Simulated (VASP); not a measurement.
# Ag (P6_3/mmc) in VASP: notebook

Runs on Ag. Level: PBE. Tasks: single point, relaxation of the atoms.

Everything below comes from runs of VASP 6.6.1. Logs are shortened: lines on timing, memory, paths and dates and some standing lists are left out, and cuts for length are marked.

## 1. The cell of the first run

It takes space group P6_3/mmc (No. 194, hexagonal). Conventional cell: a = 2.930 Å, b = 2.930 Å, c = 4.838 Å, α = 90.00°, β = 90.00°, γ = 120.00°. Within 3.9 Å of Ag (site symmetry -6m2) lie 12 Ag at 2.93 to 2.95 Å.

This isn't the form of Ag at room conditions, which is fcc.

## 2. Single point, PBE (z stretched by +1 %, then relaxed in part)

File INCAR:

```
PREC = Accurate
ENCUT = 520
EDIFF = 1E-6
ISMEAR = -1
SIGMA = 0.05
LREAL = F
LASPH = T
NELM = 100
ALGO = Normal
ISIF = 2
LWAVE = F
LCHARG = F
GGA = PE
NBANDS = 18
```

File KPOINTS:

```
Automatic mesh
0
Gamma
  18 18 10
```

File POSCAR:

```
Ag
1.0
    2.9300000000      0.0000000000      0.0000000000
   -1.4650000000      2.5374544331      0.0000000000
    0.0000000000      0.0000000000      4.8379000000
Ag
2
Direct
    0.3333333333      0.6666666667      0.2500000000
    0.6666666667      0.3333333333      0.7500000000
```

Potentials or basis: VASP PAW PBE potentials, release 64 (Ag).

Started as:

```sh
cat potpaw_PBE.64/Ag/POTCAR > POTCAR
mpirun -np 1 vasp_std > vasp.out
```

OUTCAR:

```text
PREC = Accurate
   ENCUT = 520
   EDIFF = 1E-6
   ISMEAR = -1
   LREAL = F
   LASPH = T
   NELM = 100
   ISIF = 2
   GGA = PE

 ion  position               nearest neighbor table
   1  0.333  0.667  0.250-   2 2.95   2 2.95   2 2.95   2 2.95   2 2.95   2 2.95
   2  0.667  0.333  0.750-   1 2.95   1 2.95   1 2.95   1 2.95   1 2.95   1 2.95

  LATTYP: Found a hexagonal cell.
 ALAT       =     2.9300000000
 C/A-ratio  =     1.6511604096

  Lattice vectors:

 A1 = (   2.9300000000,   0.0000000000,   0.0000000000)
 A2 = (  -1.4650000000,   2.5374544331,   0.0000000000)
 A3 = (   0.0000000000,   0.0000000000,   4.8379000000)

Analysis of symmetry for initial positions (statically):
=====================================================================
 Subroutine PRICEL returns:
 Original cell was already a primitive cell.

 Routine SETGRP: Setting up the symmetry group for a
 hexagonal supercell.

 Subroutine GETGRP returns: Found 24 space group operations
 (whereof 12 operations were pure point group operations)
 out of a pool of 24 trial point group operations.

The static configuration has the point symmetry D_3d.
 The point group associated with its full space group is D_6h.

Analysis of symmetry for dynamics (positions and initial velocities):
=====================================================================
 Subroutine PRICEL returns:
 Original cell was already a primitive cell.

 Routine SETGRP: Setting up the symmetry group for a
 hexagonal supercell.

 Subroutine GETGRP returns: Found 24 space group operations
 (whereof 12 operations were pure point group operations)
 out of a pool of 24 trial point group operations.

The dynamic configuration has the point symmetry D_3d.
 The point group associated with its full space group is D_6h.

 Subroutine INISYM returns: Found 24 space group operations
 (whereof 12 operations are pure point group operations),
 and found     1 'primitive' translations

----------------------------------------------------------------------------------------

                                     Primitive cell

  volume of cell :      35.9685

  direct lattice vectors                    reciprocal lattice vectors
     2.930000000  0.000000000  0.000000000     0.341296928  0.197047873  0.000000000
    -1.465000000  2.537454433  0.000000000     0.000000000  0.394095747  0.000000000
     0.000000000  0.000000000  4.837900000     0.000000000  0.000000000  0.206701255

  length of vectors
     2.930000000  2.930000000  4.837900000     0.394095747  0.394095747  0.206701255

  position of ions in fractional coordinates (direct lattice)
     0.333333333  0.666666667  0.250000000
     0.666666667  0.333333333  0.750000000

  ion indices of the primitive-cell ions
   primitive index   ion index
                 1           1
                 2           2

----------------------------------------------------------------------------------------

 KPOINTS: Automatic mesh

Automatic generation of k-mesh.
 Grid dimensions read from file:
 generate k-points for:   18   18   10

 Generating k-lattice:

  Cartesian coordinates                     Fractional coordinates (reciprocal lattice)
     0.018960940  0.010947104  0.000000000     0.055555556 -0.000000000  0.000000000
     0.000000000  0.021894208  0.000000000     0.000000000  0.055555556  0.000000000
     0.000000000  0.000000000  0.020670125     0.000000000  0.000000000  0.100000000

  Length of vectors
     0.021894208  0.021894208  0.020670125

  Shift w.r.t. Gamma in fractional coordinates (k-lattice)
     0.000000000  0.000000000  0.000000000

 Subroutine IBZKPT returns following result:
 ===========================================

 Found    222 irreducible k-points:

 Following reciprocal coordinates:
            Coordinates               Weight
  0.000000  0.000000  0.000000      1.000000
  0.055556  0.000000  0.000000      6.000000
  0.111111  0.000000  0.000000      6.000000
  0.166667 -0.000000  0.000000      6.000000
  0.222222 -0.000000  0.000000      6.000000
  0.277778 -0.000000  0.000000      6.000000
[... 16 lines left out ...]
  0.333333  0.111111  0.000000     12.000000
  0.388889  0.111111  0.000000     12.000000
 [... further k-points ...]
   k-points           NKPTS =    222   k-points in BZ     NKDIM =    222   number of bands    NBANDS=     18
   number of dos      NEDOS =    301   number of ions     NIONS =      2
   total plane-waves  NPLWV =  20736
   dimension x,y,z NGX =    24 NGY =   24 NGZ =   36
   dimension x,y,z NGXF=    48 NGYF=   48 NGZF=   72
   ions per type =               2
   NGX,Y,Z   is equivalent  to a cutoff of  13.62, 13.62, 12.37 a.u.
   NGXF,Y,Z  is equivalent  to a cutoff of  27.23, 27.23, 24.74 a.u.
 SYSTEM =  unknown system
   PREC   = accura    normal or accurate (medium, high low for compatibility)
   ISTART =      0    job   : 0-new  1-cont  2-samecut
   ICHARG =      2    charge: 1-file 2-atom 10-const
   ISPIN  =      1    spin polarized calculation?
   LNONCOLLINEAR =      F non collinear calculations
   LSORBIT =      F    spin-orbit coupling
   LASPH  =      T    aspherical Exc in radial PAW
   ENCUT  =  520.0 eV  38.22 Ry    6.18 a.u.   5.45  5.45  9.00*2*pi/ulx,y,z
   NELM   =    100;   NELMIN=  2; NELMDL= -5     # of ELM steps
   EDIFF  = 0.1E-05   stopping-criterion for ELM
   LREAL  =      F    real-space projection
   EDIFFG = 0.1E-04   stopping-criterion for IOM
   NSW    =      0    number of steps for IOM
   IBRION =     -1    ionic relax: 0-MD 1-quasi-New 2-CG
   NFREE  =      0    steps in history (QN), initial steepest desc. (CG)
   ISIF   =      2    stress and relaxation
   ISYM   =      2    0-nonsym 1-usesym 2-fastsym
   POTIM  = 0.5000    time-step for ionic-motion
   TEBEG  =    0.0;   TEEND  =   0.0 temperature during run
   PSTRESS=    0.0 pullay stress
   NELECT =      22.0000    total number of electrons
   NUPDOWN=      -1.0000    fix difference up-down
   EMIN   =  10.00;   EMAX   =-10.00  energy-range for DOS
   EFERMI =   0.00;   METHOD = LEGACY
   ISMEAR =    -1;   SIGMA  =   0.05  broadening in eV -4-tet -1-fermi 0-gaus
   EFERMI_NEDOS =   21; number of points for ismear=-14 and -15
   IALGO  =     38    algorithm
   IMIX   =      4    mixing-type and parameters
     AMIX     =   0.40;   BMIX     =  1.00
     AMIX_MAG =   1.60;   BMIX_MAG =  1.00
  volume/ion in A,a.u.               =      17.98       121.36
  Fermi-wavevector in a.u.,A,eV,Ry     =   1.389659  2.626074 26.274907  1.931151
  Thomas-Fermi vector in A             =   2.513668
   LORBIT       =      0    0 simple, 1 ext, 2 COOP (PROOUT), +10 PAW based schemes
   GGA     = PE    functional components
   LHFCALC =     F    Hartree Fock is set to
   AEXX    =    0.0000 exact exchange contribution
   IVDW    =     0    specifies the selected vdW correction
   LEPSILON=     F    determine dielectric tensor
   LRPA    =     F    only Hartree local field effects (RPA)
 non-spin polarized calculation
  energy-cutoff  :      520.00
  volume of cell :       35.97
 maximum number of plane-waves:       996
 NGX is ok and might be reduce to    24
   NGX = 11   NGY = 11   NGZ = 17

 number of electron      22.0000000 magnetization

 Free energy of the ion-electron system (eV)
  ---------------------------------------------------
  ext. energy  EPLUGINS =         0.00000000
  ---------------------------------------------------
  free energy    TOTEN  =        -5.42789498 eV

  energy without entropy =       -5.42164583  energy(sigma->0) =       -5.42477041

 E-fermi :   7.7018     XC(G=0): -11.8928

 val. band max:        7.6861899342   @ k =   0.1667   0.0556   0.2000
 cond. band min:       7.7195230033   @ k =   0.3333   0.0556   0.4000
 fundamental gap:      0.0333330691
 Fermi energy:         7.7017845640

 k-point     1 :       0.0000    0.0000    0.0000
  band No.  band energies     occupation
      1       0.3269      2.00000
      2       1.6272      2.00000
      3       3.0455      2.00000
      4       3.1732      2.00000
      5       3.1732      2.00000
      6       3.3803      2.00000
[... 10 lines left out ...]
     17      25.5389      0.00000
     18      25.5389      0.00000

 k-point     2 :       0.0556    0.0000    0.0000
  band No.  band energies     occupation
      1       0.4101      2.00000
      2       1.6756      2.00000
      3       3.0068      2.00000
      4       3.2092      2.00000
      5       3.2157      2.00000
      6       3.3634      2.00000
[... 10 lines left out ...]
     17      24.9556      0.00000
     18      25.9278      0.00000

 k-point     3 :       0.1111    0.0000    0.0000
  band No.  band energies     occupation
      1       0.6526      2.00000
      2       1.8074      2.00000
      3       2.9226      2.00000
      4       3.2661      2.00000
      5       3.3399      2.00000
      6       3.3543      2.00000
[... 10 lines left out ...]
     17      25.1938      0.00000
     18      26.3545      0.00000

 k-point     4 :       0.1667   -0.0000    0.0000
  band No.  band energies     occupation
      1       1.0278      2.00000
      2       1.9737      2.00000
      3       2.8436      2.00000
      4       3.2249      2.00000
      5       3.3161      2.00000
      6       3.4998      2.00000
[... 375 lines left out ...]
      4       3.1413      2.00000
      5       3.1486      2.00000
      6       3.3698      2.00000
[... 10 lines left out ...]
     17      20.8402      0.00000
     18      23.2384      0.00000

 k-point    23 :       0.3333    0.1111    0.0000
  band No.  band energies     occupation
      1       1.9536      2.00000
      2       2.1899      2.00000
      3       2.1976      2.00000
      4       3.1043      2.00000
      5       3.4454      2.00000
      6       3.4555      2.00000
[... 10 lines left out ...]
     17      19.4836      0.00000
     18      22.8137      0.00000

 k-point    24 :       0.3889    0.1111    0.0000
  band No.  band energies     occupation
      1       1.8785      2.00000
      2       2.0864      2.00000
      3       2.1698      2.00000
      4       3.0907      2.00000
      5       3.3777      2.00000
      6       3.5521      2.00000
[... 10 lines left out ...]
     17      18.3648      0.00000
     18      22.5578      0.00000

 [... further k-points ...]

------------------------ aborting loop because EDIFF is reached ----------------------------------------

  FORCE on cell =-STRESS in cart. coord.  units (eV):
  Direction    XX          YY          ZZ          XY          YZ          ZX
  --------------------------------------------------------------------------------------
  -------------------------------------------------------------------------------------
  Total       -0.0808406     -0.0808406     -0.2270625      0.0000000     -0.0000000      0.0000000
  in kB       -3.6009531     -3.6009531    -10.1142377      0.0000000     -0.0000000      0.0000000
  external PRESSURE =      -5.7720480 kB  Pullay stress =       0.0000000 kB

 VOLUME and BASIS-vectors are now :
 -----------------------------------------------------------------------------
  energy-cutoff  :      520.00
  volume of cell :       35.97
      direct lattice vectors                 reciprocal lattice vectors
     2.930000000  0.000000000  0.000000000     0.341296928  0.197047873  0.000000000
    -1.465000000  2.537454433  0.000000000     0.000000000  0.394095747  0.000000000
     0.000000000  0.000000000  4.837900000     0.000000000  0.000000000  0.206701255

 POSITION                                       TOTAL-FORCE (eV/Angst)
 -----------------------------------------------------------------------------------
     -0.00000      1.69164      1.20948         0.000000      0.000000      0.000000
      1.46500      0.84582      3.62843        -0.000000     -0.000000      0.000000
 -----------------------------------------------------------------------------------
    total drift:                               -0.000000      0.000000     -0.000000

  FREE ENERGIE OF THE ION-ELECTRON SYSTEM (eV)
  ---------------------------------------------------
  free  energy   TOTEN  =        -5.4278949820 eV

  energy  without entropy=       -5.4216458292  energy(sigma->0) =       -5.42477041
```

It took 56 s on 1 thread of AMD EPYC 9R45 (Zen 5), shared host; peak memory 0.21 GiB.

What came out:

```
Free energy            : -5.4279 eV
Pressure               : -0.6 GPa
Band gap on the k mesh : zero (bands 11 and 12 overlap by 7.37 eV)
```

Caveat: the cell differs from its parent crystal (z stretched by +1 %, then relaxed in part).

(Part 1 of 2 ends here.)

The gap in the log of VASP goes by the Fermi energy; the results here count the filled bands.